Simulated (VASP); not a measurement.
Runs of VASP 6.6.1 on C. The structure is that of space group R-3m (No. 166), or close to it. The cells are those of the table. 

| cell | smearing | gap on the mesh (eV) | pressure (GPa) | largest force (eV/Å) |
| --- | --- | --- | --- | --- |
| a = 3.573 Å, angles 39.5°, 2 atoms | methfessel-paxton 0.0852 eV | 0.54 | 12.3 | 0.88 |
| a = 3.542 Å, angles 39.5°, 2 atoms | methfessel-paxton 0.085 eV | 0.54 | 21.6 | 0.86 |
| a = 3.635 Å, angles 39.5°, 2 atoms | methfessel-paxton 0.0852 eV | 0.54 | -3.3 | (b) |
| a = 3.724 Å, angles 39.5°, 2 atoms | methfessel-paxton 0.0849 eV | 0.54 | -21.0 | 0.93 |
| a = 3.752 Å, angles 39.5°, 2 atoms | methfessel-paxton 0.0847 eV | 0.54 | (a) | 0.94 |

Alike in all rows: task single point; level LDA; potentials or basis VASP PAW LDA potentials, release 64 (C); no spin polarisation; k mesh 14 × 14 × 14; cutoff (eV) 520.

**Question.** Fill in the values left out.

**Answer.** (a) -25.6; (b) 0.91.

A k mesh can miss the band edges.
